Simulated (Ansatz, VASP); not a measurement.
# MoS2 in VASP and in Ansatz

```xyz
6
Lattice="-3.1414 0.0000 0.0000 -1.5707 -2.7206 0.0000 0.0000 0.0000 13.3288" Properties=species:S:1:pos:R:3 pbc="T T T"
Mo   -1.5707   -0.9069    3.1447
Mo   -3.1414   -1.8137    9.4341
S    -1.5707   -0.9069    7.8750
S    -3.1414   -1.8137    1.5856
S    -1.5707   -0.9069   10.9932
S    -3.1414   -1.8137    4.7038
```

Alike in both runs: task single point; functional PBEsol; k mesh 10 × 10 × 2; occupations gaussian, width 0.05 eV; no spin polarisation.

|  | VASP | Ansatz |
| --- | --- | --- |
| version | VASP 6.6.1 | Ansatz 0.2.0 |
| potentials or method | VASP PAW PBE potentials, release 64 (Mo_sv, S), cutoff 520 eV | scalar-relativistic, plane waves, PAW |
| valence electrons in the cell | 52 | 52 |

|  | VASP | Ansatz | Ansatz less VASP |
| --- | --- | --- | --- |
| gap on the k mesh at the Fermi level (eV) | 1.27 | 1.26 | -0.014 |
| least direct gap on the mesh (eV) | 2.00 | 2.00 | -0.005 |
| pressure (GPa) | -0.1 | -0.1 | +0.01 |
| traceless stress, the component that is largest in VASP (GPa) | -0.11 | -0.09 | +0.020 |
| rms of the force components (eV/Å) | 0.007 | 0.007 | -0.0002 |

VASP's potentials were made for PBE, not for PBEsol. Atom by atom the forces differ by 0.000 eV/Å (rms over components). The functional is the same, so the differences come from potentials, cutoffs and numerics.
